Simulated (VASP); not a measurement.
Runs of VASP 6.6.1 on Ag. The structure is that of space group I4/mmm (No. 139), or close to it. The cells are those of the table. 

```tsv
cell	gap on the mesh (eV)	pressure (GPa)
a = 3.037, b = 3.037, c = 2.889 Å, angles 61.6, 61.6, 56.8°, 1 atom	none	-3.5
a = 2.749, b = 2.749, c = 2.889 Å, angles 58.3, 58.3, 63.4°, 1 atom	none	21.4
a = 2.783, b = 2.783, c = 2.889 Å, angles 58.7, 58.7, 62.5°, 1 atom	none	(a)
a = 2.818, b = 2.818, c = 2.889 Å, angles 59.2, 59.2, 61.7°, 1 atom	none	11.8
```

Alike in all rows: task single point; level PBE; potentials or basis VASP PAW PBE potentials, release 64 (Ag); no spin polarisation; k mesh 10 × 10 × 10; cutoff (eV) 520; smearing gaussian 0.15 eV.

Problem. Fill in the values left out.

Solution. (a) 16.2.

A k mesh can miss the band edges, and the runs leave out spin-orbit coupling on Ag.

A gap of «none» marks levels without a gap at the run's occupations.
